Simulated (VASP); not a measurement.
A run of VASP 6.6.1 is set up as follows.

File INCAR:

```
SYSTEM = AlN
  PREC = Accurate
  ENCUT = 520
  EDIFF = 1E-6
  ISMEAR = 0
  SIGMA = 0.05
  LREAL = .FALSE.
  LASPH = .TRUE.
  NELM = 80
  ALGO = Normal
  ISIF = 2
  LWAVE = .FALSE.
  LCHARG = .FALSE.
  GGA = PE
  NBANDS = 36
```

File KPOINTS:

```
regular mesh
0
G
  8 8 2
  0 0 0
```

POSCAR

```
AlN
1.0
    2.1839935596     -2.1839935596      0.0000000000
    2.1839935596      0.0000000000     -2.1839935596
   11.3340504498     11.3340504498     11.3340504498
Al N
6 6
Direct
    0.6666666667      0.6666666667      0.0481475879
    0.0000000000      0.0000000000      0.6904579927
    0.3333333333      0.3333333333      0.1766096689
    0.6666666667      0.6666666667      0.4335338308
    0.0000000000      0.0000000000      0.3050717498
    0.3333333333      0.3333333333      0.5619959118
    0.6666666667      0.6666666667      0.3371872701
    1.0000000000      1.0000000000      0.2087251891
    0.3333333333      0.3333333333      0.4656493510
    0.6666666667      0.6666666667      0.7225735129
    0.0000000000      0.0000000000      0.5941114320
    0.3333333333      0.3333333333      0.0802631082
```

Potentials or basis: VASP PAW PBE potentials, release 64 (Al, N).

Launch:

```console
$ cat potpaw_PBE.64/Al/POTCAR potpaw_PBE.64/N/POTCAR > POTCAR
$ mpirun -np 1 vasp_std > vasp.out
```

**Question.** What does it give for the pressure?

**Answer.** 2.9 GPa.

**Question.** Estimate the largest force.

**Answer.** 2.055 eV/Å.

**Question.** Estimate the band gap on the k mesh.

**Answer.** Zero (band 24 reaches 4.97 eV, above the bottom of band 25 at 4.62 eV).

Stress tensor (GPa, compression positive):
```
2.91 0.60 0.60
0.60 2.91 0.60
0.60 0.60 2.91
```

Caveat: forces of over 1 eV/Å act on the atoms, so gaps and moduli don't describe the material at rest.
